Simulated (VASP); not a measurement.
Set up this calculation in VASP 6.6.1, as the native input.

```
Task                   : electric field gradients
Functional             : PBE
Potentials or basis    : VASP PAW PBE potentials, release 64 (Zn, O_h)
Cutoff                 : 1000 eV
k mesh                 : 10 × 10 × 10
Occupations            : fermi-dirac, width 0.03 eV
Spin                   : no spin polarisation
Dipole correction      : no
Further INCAR settings : ALGO = Normal; EDIFF = 1e-08; NBANDS = 16
```

The structure of ZnO lies in POSCAR:

```
ZnO
1.0
    0.0000000000      2.1037218051      2.1037218051
    2.1037218051      0.0000000000      2.1037218051
    2.1037218051      2.1037218051      0.0000000000
Zn O
1 1
Direct
    0.0000000000      0.0000000000      0.0000000000
    0.5000000000      0.5000000000      0.5000000000
```

One way to write it, as run:

INCAR

```
PREC = Accurate
ENCUT = 1000
EDIFF = 1E-8
ISMEAR = -1
SIGMA = 0.03
LREAL = F
LASPH = T
NELM = 120
ALGO = Normal
ISIF = 2
LWAVE = F
LCHARG = F
GGA = PE
LEFG = T
NBANDS = 16
GGA_COMPAT = F
```

KPOINTS

```
Automatic mesh
0
Gamma
  10 10 10
```

Potentials or basis: VASP PAW PBE potentials, release 64 (Zn, O_h).

Run with:

```bash
$ cat potpaw_PBE.64/Zn/POTCAR potpaw_PBE.64/O_h/POTCAR > POTCAR
$ mpirun -np 1 vasp_std > vasp.out
```

Results of the run:

```yaml
Pressure: 18.9 GPa
Band_gap_on_the_k_mesh: 1.12 eV (least direct gap 2.69 eV)
Largest_electric_field_gradient_by_atom: under 0.05 V/Å² on every atom
```

Caveat: the cell stands under pressure.

It took 47 s on 1 thread of Intel(R) Xeon(R) Platinum 8375C CPU @ 2.90GHz (Ice Lake) (shared host), peak memory 0.19 GiB.
